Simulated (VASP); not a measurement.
# Re: single point with r2SCAN

The system is Re.

```
Re
1.0
     0.00000    1.95525    1.97500
     1.97500    0.00000    1.97500
     1.97500    1.95525    0.00000
Re
1
Direct
  0.00000 0.00000 0.00000
```

This cell differs from its parent crystal: strain -0.0100 x Voigt [0, 1, 0, 0, 0, 0].

```
Program                : VASP 6.6.1
Task                   : single point
Functional             : r2SCAN
Potentials or basis    : VASP PAW PBE potentials, release 64 (Re)
Cutoff                 : 520 eV
k mesh                 : 20 × 20 × 20
Occupations            : gaussian, width 0.15 eV
Spin                   : no spin polarisation
Dipole correction      : no
Further INCAR settings : ALGO = Normal; EDIFF = 1e-06; NBANDS = 10
```

The pressure is -12.3 GPa and the band gap on the k mesh is zero (an odd number of electrons rules out a gap without spin polarisation).

Stress tensor (GPa, compression positive):
```
-13.24   0.00   0.00
  0.00 -10.54   0.00
  0.00   0.00 -13.24
```

Levels at points of the mesh, in eV from the Fermi level:
| k point | band 1 | band 2 | band 3 | band 4 | band 5 | band 6 | band 7 | band 8 |
| --- | --- | --- | --- | --- | --- | --- | --- | --- |
| (0.00, 0.00, 0.00) | -10.42 | -2.01 | -2.01 | -1.86 | 1.17 | 1.37 | 14.45 | 20.22 |
| (0.50, 0.00, 0.00) | -6.99 | -2.18 | -2.02 | 0.01 | 3.67 | 3.75 | 9.91 | 13.94 |
| (0.50, 0.50, 0.00) | -6.83 | -6.01 | 2.56 | 3.72 | 4.31 | 4.46 | 12.55 | 12.70 |
| (0.50, 0.00, 0.50) | -6.82 | -6.03 | 2.78 | 3.70 | 4.39 | 4.39 | 12.44 | 12.44 |

Wall time 9.2 min on 1 thread of Oxide Virtual Turin-like Processor, on a shared host, peak memory 0.2 GiB.

Caveat: the cell differs from its parent crystal (strain -0.0100 x Voigt [0, 1, 0, 0, 0, 0]); the cell stands under tension; the PAW data sets were made with another functional, which shifts forces and pressure a little; spin-orbit coupling is left out, which moves the levels of the heavy elements.
